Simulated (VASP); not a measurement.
# CdO2 (Pa-3) in VASP: single point with r2SCAN

Aim: the single point of CdO2 with r2SCAN.

Everything below comes from runs of VASP 6.6.1. Logs are shortened: lines on timing, memory, paths and dates and some standing lists are left out, and cuts for length are marked.

### Step 1. The cell of the first run

The structure is cubic, space group Pa-3 (No. 205). Conventional cell: a = 5.389 Å, b = 5.389 Å, c = 5.389 Å, α = 90.00°, β = 90.00°, γ = 90.00°. Cd (site symmetry -3) has 12 O at 2.34 to 3.19 Å within 3.2 Å. O (site symmetry 3) has 1 O at 1.50 Å within 2.0 Å.

### Step 2. Single point, r2SCAN

POSCAR reads:

```
CdO2
1.0
    5.3893021023      0.0000000000      0.0000000000
    0.0000000000      5.3893021023      0.0000000000
    0.0000000000      0.0000000000      5.3893021023
Cd O
4 8
Direct
    0.5000000000      0.0000000000      0.0000000000
    0.0000000000      0.0000000000      0.5000000000
    0.0000000000      0.5000000000      0.0000000000
    0.5000000000      0.5000000000      0.5000000000
    0.0801866815      0.4198133185      0.5801866815
    0.4198133185      0.5801866815      0.0801866815
    0.5801866815      0.0801866815      0.4198133185
    0.9198133185      0.9198133185      0.9198133185
    0.0801866815      0.0801866815      0.0801866815
    0.4198133185      0.9198133185      0.5801866815
    0.5801866815      0.4198133185      0.9198133185
    0.9198133185      0.5801866815      0.4198133185
```

INCAR.step1 reads:

```
  PREC = Accurate
  ENCUT = 520
  ISMEAR = 0
  SIGMA = 0.02
  LREAL = False
  LASPH = True
  NELM = 100
  NBANDS = 60
  GGA = PE
  ALGO = Normal
  EDIFF = 1E-4
  LWAVE = True
  LCHARG = False
```

INCAR.step2 reads:

```
  PREC = Accurate
  ENCUT = 520
  EDIFF = 1E-6
  ISMEAR = 0
  SIGMA = 0.02
  LREAL = False
  LASPH = True
  NELM = 100
  ALGO = Normal
  ISIF = 2
  LWAVE = False
  LCHARG = False
  METAGGA = R2SCAN
  LMIXTAU = True
  NBANDS = 60
  ISTART = 1
```

KPOINTS reads:

```
regular mesh
0
Gamma
  6 6 6
```

Potentials or basis: VASP PAW PBE potentials, release 64 (Cd, O).

Command:

```bash
> cat potpaw_PBE.64/Cd/POTCAR potpaw_PBE.64/O/POTCAR > POTCAR
> cp INCAR.step1 INCAR
> mpirun -np 1 vasp_std > vasp.out
> cp INCAR.step2 INCAR
> mpirun -np 1 vasp_std > vasp.out
```

OUTCAR:

```text
PREC = Accurate
   ENCUT = 520
   EDIFF = 1E-6
   ISMEAR = 0
   LREAL = False
   LASPH = True
   NELM = 100
   ISIF = 2
   METAGGA = R2SCAN
   ISTART = 1

 ion  position               nearest neighbor table
   1  0.500  0.000  0.000-   6 2.34   7 2.34   8 2.34   9 2.34  10 2.34  11 2.34
   2  0.000  0.000  0.500-   5 2.34   7 2.34   8 2.34   9 2.34  10 2.34  12 2.34
   3  0.000  0.500  0.000-   5 2.34   6 2.34   8 2.34   9 2.34  11 2.34  12 2.34
   4  0.500  0.500  0.500-   5 2.34   6 2.34   7 2.34  10 2.34  11 2.34  12 2.34
   5  0.080  0.420  0.580-  12 1.50   3 2.34   4 2.34   2 2.34
   6  0.420  0.580  0.080-  11 1.50   3 2.34   4 2.34   1 2.34
   7  0.580  0.080  0.420-  10 1.50   2 2.34   4 2.34   1 2.34
   8  0.920  0.920  0.920-   9 1.50   2 2.34   3 2.34   1 2.34
   9  0.080  0.080  0.080-   8 1.50   2 2.34   3 2.34   1 2.34
  10  0.420  0.920  0.580-   7 1.50   2 2.34   4 2.34   1 2.34
  11  0.580  0.420  0.920-   6 1.50   3 2.34   4 2.34   1 2.34
  12  0.920  0.580  0.420-   5 1.50   3 2.34   4 2.34   2 2.34

  LATTYP: Found a simple cubic cell.
 ALAT       =     5.3893021023

  Lattice vectors:

 A1 = (   5.3893021023,   0.0000000000,   0.0000000000)
 A2 = (   0.0000000000,   5.3893021023,   0.0000000000)
 A3 = (   0.0000000000,   0.0000000000,   5.3893021023)

Analysis of symmetry for initial positions (statically):
=====================================================================
 Subroutine PRICEL returns:
 Original cell was already a primitive cell.

 Routine SETGRP: Setting up the symmetry group for a
 simple cubic supercell.

 Subroutine GETGRP returns: Found 24 space group operations
 (whereof  6 operations were pure point group operations)
 out of a pool of 48 trial point group operations.

The static configuration has the point symmetry S_6 .
 The point group associated with its full space group is T_h .

Analysis of symmetry for dynamics (positions and initial velocities):
=====================================================================
 Subroutine PRICEL returns:
 Original cell was already a primitive cell.

 Routine SETGRP: Setting up the symmetry group for a
 simple cubic supercell.

 Subroutine GETGRP returns: Found 24 space group operations
 (whereof  6 operations were pure point group operations)
 out of a pool of 48 trial point group operations.

The dynamic configuration has the point symmetry S_6 .
 The point group associated with its full space group is T_h .

 Subroutine INISYM returns: Found 24 space group operations
 (whereof  6 operations are pure point group operations),
 and found     1 'primitive' translations

----------------------------------------------------------------------------------------

                                     Primitive cell

  volume of cell :     156.5300

  direct lattice vectors                    reciprocal lattice vectors
     5.389302102  0.000000000  0.000000000     0.185552782  0.000000000  0.000000000
     0.000000000  5.389302102  0.000000000     0.000000000  0.185552782  0.000000000
     0.000000000  0.000000000  5.389302102     0.000000000  0.000000000  0.185552782

  length of vectors
     5.389302102  5.389302102  5.389302102     0.185552782  0.185552782  0.185552782

  position of ions in fractional coordinates (direct lattice)
     0.500000000  0.000000000  0.000000000
     0.000000000  0.000000000  0.500000000
     0.000000000  0.500000000  0.000000000
     0.500000000  0.500000000  0.500000000
     0.080186682  0.419813318  0.580186682
     0.419813318  0.580186682  0.080186682
     0.580186682  0.080186682  0.419813318
     0.919813318  0.919813318  0.919813318
     0.080186682  0.080186682  0.080186682
     0.419813318  0.919813318  0.580186682
     0.580186682  0.419813318  0.919813318
     0.919813318  0.580186682  0.419813318

  ion indices of the primitive-cell ions
   primitive index   ion index
                 1           1
                 2           2
                 3           3
                 4           4
                 5           5
                 6           6
                 7           7
                 8           8
                 9           9
                10          10
                11          11
                12          12

----------------------------------------------------------------------------------------

 KPOINTS: regular mesh

Automatic generation of k-mesh.
 Grid dimensions read from file:
 generate k-points for:    6    6    6

 Generating k-lattice:

  Cartesian coordinates                     Fractional coordinates (reciprocal lattice)
     0.030925464  0.000000000  0.000000000     0.166666667  0.000000000  0.000000000
     0.000000000  0.030925464  0.000000000     0.000000000  0.166666667  0.000000000
     0.000000000  0.000000000  0.030925464     0.000000000  0.000000000  0.166666667

  Length of vectors
     0.030925464  0.030925464  0.030925464

  Shift w.r.t. Gamma in fractional coordinates (k-lattice)
     0.000000000  0.000000000  0.000000000

 Subroutine IBZKPT returns following result:
 ===========================================

 Found     24 irreducible k-points:

 Following reciprocal coordinates:
            Coordinates               Weight
  0.000000  0.000000  0.000000      1.000000
  0.166667  0.000000  0.000000      6.000000
  0.333333  0.000000  0.000000      6.000000
  0.500000  0.000000  0.000000      3.000000
  0.166667  0.166667  0.000000     12.000000
  0.333333  0.166667  0.000000     12.000000
[... 16 lines left out ...]
  0.500000  0.500000  0.333333      6.000000
  0.500000  0.500000  0.500000      1.000000
   k-points           NKPTS =     24   k-points in BZ     NKDIM =     24   number of bands    NBANDS=     60
   number of dos      NEDOS =    301   number of ions     NIONS =     12
   total plane-waves  NPLWV =  64000
   dimension x,y,z NGX =    40 NGY =   40 NGZ =   40
   dimension x,y,z NGXF=    80 NGYF=   80 NGZF=   80
   ions per type =               4   8
   NGX,Y,Z   is equivalent  to a cutoff of  12.34, 12.34, 12.34 a.u.
   NGXF,Y,Z  is equivalent  to a cutoff of  24.68, 24.68, 24.68 a.u.
 SYSTEM =  unknown system
   PREC   = accura    normal or accurate (medium, high low for compatibility)
   ISTART =      1    job   : 0-new  1-cont  2-samecut
   ICHARG =      0    charge: 1-file 2-atom 10-const
   ISPIN  =      1    spin polarized calculation?
   LNONCOLLINEAR =      F non collinear calculations
   LSORBIT =      F    spin-orbit coupling
   LASPH  =      T    aspherical Exc in radial PAW
   ENCUT  =  520.0 eV  38.22 Ry    6.18 a.u.  10.02 10.02 10.02*2*pi/ulx,y,z
   NELM   =    100;   NELMIN=  2; NELMDL=  0     # of ELM steps
   EDIFF  = 0.1E-05   stopping-criterion for ELM
   LREAL  =      F    real-space projection
   EDIFFG = 0.1E-04   stopping-criterion for IOM
   NSW    =      0    number of steps for IOM
   IBRION =     -1    ionic relax: 0-MD 1-quasi-New 2-CG
   NFREE  =      0    steps in history (QN), initial steepest desc. (CG)
   ISIF   =      2    stress and relaxation
   ISYM   =      2    0-nonsym 1-usesym 2-fastsym
   POTIM  = 0.5000    time-step for ionic-motion
   TEBEG  =    0.0;   TEEND  =   0.0 temperature during run
   PSTRESS=    0.0 pullay stress
   NELECT =      96.0000    total number of electrons
   NUPDOWN=      -1.0000    fix difference up-down
   EMIN   =  10.00;   EMAX   =-10.00  energy-range for DOS
   EFERMI =   0.00;   METHOD = LEGACY
   ISMEAR =     0;   SIGMA  =   0.02  broadening in eV -4-tet -1-fermi 0-gaus
   EFERMI_NEDOS =   21; number of points for ismear=-14 and -15
   IALGO  =     38    algorithm
   IMIX   =      4    mixing-type and parameters
     AMIX     =   0.40;   BMIX     =  1.00
     AMIX_MAG =   1.60;   BMIX_MAG =  1.00
  volume/ion in A,a.u.               =      13.04        88.03
  Fermi-wavevector in a.u.,A,eV,Ry     =   1.390911  2.628441 26.322290  1.934634
  Thomas-Fermi vector in A             =   2.514801
   LORBIT       =      0    0 simple, 1 ext, 2 COOP (PROOUT), +10 PAW based schemes
   METAGGA = R2SCAN    functional components
   LHFCALC =     F    Hartree Fock is set to
   AEXX    =    0.0000 exact exchange contribution
   IVDW    =     0    specifies the selected vdW correction
   LEPSILON=     F    determine dielectric tensor
   LRPA    =     F    only Hartree local field effects (RPA)
 non-spin polarized calculation
 Gauss-broadening in eV      SIGMA  =   0.02
  energy-cutoff  :      520.00
  volume of cell :      156.53
 maximum number of plane-waves:      4248
   NGX = 21   NGY = 21   NGZ = 21

 number of electron      96.0000054 magnetization

 Free energy of the ion-electron system (eV)
  ---------------------------------------------------
  ext. energy  EPLUGINS =         0.00000000
  ---------------------------------------------------
  free energy    TOTEN  =      -136.19240467 eV

  energy without entropy =     -136.19240467  energy(sigma->0) =     -136.19240467

 E-fermi :   1.6931     XC(G=0): -11.2924

 val. band max:        1.6097228278   @ k =   0.0000   0.0000   0.0000
 cond. band min:       3.3777490647   @ k =   0.1667   0.0000   0.0000
 fundamental gap:      1.7680262369
 Fermi energy:         1.6931040588

 k-point     1 :       0.0000    0.0000    0.0000
  band No.  band energies     occupation
      1     -20.9309      2.00000
      2     -20.6471      2.00000
      3     -20.6471      2.00000
      4     -20.6471      2.00000
      5     -14.6832      2.00000
      6     -14.6832      2.00000
[... 52 lines left out ...]
     59      10.5058      0.00000
     60      12.1330      0.00000

 k-point     2 :       0.1667    0.0000    0.0000
  band No.  band energies     occupation
      1     -20.9074      2.00000
      2     -20.6611      2.00000
      3     -20.6415      2.00000
      4     -20.6415      2.00000
      5     -14.7026      2.00000
      6     -14.6999      2.00000
[... 1383 lines left out ...]
      4     -20.6510      2.00000
      5     -14.8723      2.00000
      6     -14.8723      2.00000
[... 52 lines left out ...]
     59       7.7080      0.00000
     60       7.7080      0.00000

------------------------ aborting loop because EDIFF is reached ----------------------------------------

  FORCE on cell =-STRESS in cart. coord.  units (eV):
  Direction    XX          YY          ZZ          XY          YZ          ZX
  --------------------------------------------------------------------------------------
  -------------------------------------------------------------------------------------
  Total       -3.5865508     -3.5865508     -3.5865508     -0.0000000     -0.0000000      0.0000000
  in kB      -36.7104730    -36.7104730    -36.7104730     -0.0000000     -0.0000000      0.0000000
  external PRESSURE =     -36.7104730 kB  Pullay stress =       0.0000000 kB

 VOLUME and BASIS-vectors are now :
 -----------------------------------------------------------------------------
  energy-cutoff  :      520.00
  volume of cell :      156.53
      direct lattice vectors                 reciprocal lattice vectors
     5.389302102  0.000000000  0.000000000     0.185552782  0.000000000  0.000000000
     0.000000000  5.389302102  0.000000000     0.000000000  0.185552782  0.000000000
     0.000000000  0.000000000  5.389302102     0.000000000  0.000000000  0.185552782

 POSITION                                       TOTAL-FORCE (eV/Angst)
 -----------------------------------------------------------------------------------
      2.69465      0.00000      0.00000        -0.000000      0.000000      0.000000
      0.00000      0.00000      2.69465        -0.000000      0.000000      0.000000
      0.00000      2.69465      0.00000        -0.000000      0.000000      0.000000
      2.69465      2.69465      2.69465        -0.000000      0.000000      0.000000
      0.43215      2.26250      3.12680         0.072098     -0.072098      0.072098
      2.26250      3.12680      0.43215        -0.072098      0.072098      0.072098
      3.12680      0.43215      2.26250         0.072098      0.072098     -0.072098
      4.95715      4.95715      4.95715        -0.072098     -0.072098     -0.072098
      0.43215      0.43215      0.43215         0.072098      0.072098      0.072098
      2.26250      4.95715      3.12680        -0.072098     -0.072098      0.072098
      3.12680      2.26250      4.95715         0.072098     -0.072098     -0.072098
      4.95715      3.12680      2.26250        -0.072098      0.072098     -0.072098
 -----------------------------------------------------------------------------------
    total drift:                               -0.000000      0.000000     -0.000000

  FREE ENERGIE OF THE ION-ELECTRON SYSTEM (eV)
  ---------------------------------------------------
  free  energy   TOTEN  =      -136.1924046692 eV

  energy  without entropy=     -136.1924046692  energy(sigma->0) =     -136.19240467
```

Wall time 20 min (1 thread of Oxide Virtual Turin-like, shared host); peak memory 0.32 GiB.

Results:

```yaml
Free_energy: -136.1924 eV
Pressure: -3.7 GPa
Largest_force: 0.125 eV/Å
Band_gap_on_the_k_mesh: 1.77 eV (least direct gap 1.79 eV)
```

Forces on the atoms (eV/Å):
```
Cd   0.000  0.000  0.000
Cd   0.000  0.000  0.000
Cd   0.000  0.000  0.000
Cd   0.000  0.000  0.000
O    0.072 -0.072  0.072
O   -0.072  0.072  0.072
O    0.072  0.072 -0.072
O   -0.072 -0.072 -0.072
O    0.072  0.072  0.072
O   -0.072 -0.072  0.072
O    0.072 -0.072 -0.072
O   -0.072  0.072 -0.072
```

Caveat: the cell stands under tension; the PAW data sets were made with another functional, which shifts forces and pressure a little.
